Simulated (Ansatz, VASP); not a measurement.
**CdI2: VASP beside Ansatz**

```xyz
3
Lattice="4.3272 0.0000 0.0000 -2.1636 3.7475 0.0000 0.0000 0.0000 6.9935" Properties=species:S:1:pos:R:3 pbc="T T T"
Cd    0.0000    0.0000    0.0000
I     0.0000    2.4983    1.7428
I     2.1636    1.2492    5.2507
```

Change from the starting cell: volume scaled by 1.06, PAW files.

Alike in both runs: task electric field gradients; functional PBEsol; k mesh 8 × 8 × 5; occupations fermi-dirac, width 0.03 eV; no spin polarisation.

```csv
,VASP,Ansatz
version,VASP 6.6.1,Ansatz 0.2.0
potentials or method,"VASP PAW PBE potentials, release 64 (Cd, I)","PAW with Ansatz's default frozen-core files, scalar-relativistic"
plane-wave cutoff (eV),400,420
valence electrons in the cell,26,54
```

|  | VASP | Ansatz | Ansatz less VASP |
| --- | --- | --- | --- |
| gap on the k mesh at the Fermi level (eV) | 2.18 | 2.19 | +0.011 |
| pressure (GPa) | -2.1 | -2.1 | +0.08 |
| traceless stress, the component that is largest in VASP (GPa) | 0.15 | 0.16 | +0.006 |
| rms of the force components (eV/Å) | 0.170 | 0.179 | +0.0095 |
| size of Vzz on the site where it differs most (V/Å²) | 55.0 | 56.2 | +1.25 |

VASP's potentials were made for PBE, not for PBEsol. Atom by atom the forces differ by 0.010 eV/Å (rms over components). With one functional, cell and mesh, what is left measures potentials, basis and numerics. VASP's potentials hold 26 valence electrons a cell and Ansatz's 54, so a difference there can come from the potentials and not from the codes.

Spin-orbit coupling is off throughout.
